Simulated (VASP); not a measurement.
**Ta6S: single point with LDA**

Ta6S, a slab with vacuum:

```
CELL_PARAMETERS angstrom
4.60022 0.00000 0.00000
-2.30011 3.98391 0.00000
0.00000 0.00000 19.90177
ATOMIC_POSITIONS crystal
Ta 0.66667 0.33333 0.20099
Ta 0.33333 0.66667 0.24817
Ta 0.00000 0.00000 0.29535
Ta 0.66667 0.33333 0.33958
Ta 0.33333 0.66667 0.38106
Ta 0.00000 0.00000 0.42216
S 0.44444 0.88889 0.48769
```

```yaml
Program: VASP 6.6.1
Task: single point
Functional: LDA
Potentials_or_basis: VASP PAW LDA potentials, release 64 (Ta_pv, S)
Cutoff: 520 eV
k_mesh: 6 × 6 × 1
Occupations: gaussian, width 0.1 eV
Spin: no spin polarisation
Dipole_correction: yes
Further_INCAR_settings: ALGO = Normal; EDIFF = 1e-06; NBANDS = 45
```

```json
{
 "Largest force": "2.292 eV/Å",
 "Band gap on the k mesh": "zero (bands 36 and 37 overlap by 0.09 eV)"
}
```

Forces in eV/Å, atoms in the order of the input:
```
Ta   0.000 -0.074  1.989
Ta   0.000  0.167 -0.892
Ta   0.000 -0.142 -2.287
Ta   0.000  0.455 -0.789
Ta   0.000 -1.169 -0.226
Ta   0.000 -0.160  2.170
S    0.000  0.922  0.035
```

Levels at points of the mesh, in eV from the Fermi level:
```
           k point  band 33  band 34  band 35  band 36  band 37  band 38  band 39  band 40
(0.00, 0.00, 0.00)    -1.03    -0.64    -0.47    -0.45     0.01     0.19     0.24     0.72
(0.50, 0.00, 0.00)    -1.03    -0.79    -0.70    -0.31    -0.05     0.52     0.65     1.13
(0.00, 0.50, 0.00)    -0.91    -0.87    -0.28    -0.15     0.26     0.74     1.04     1.28
```

Run time: 13 min on 1 thread of Intel Xeon 8259CL (shared host), peak memory 0.45 GiB.

Caveat: spin-orbit coupling is left out, which moves the levels of the heavy elements.
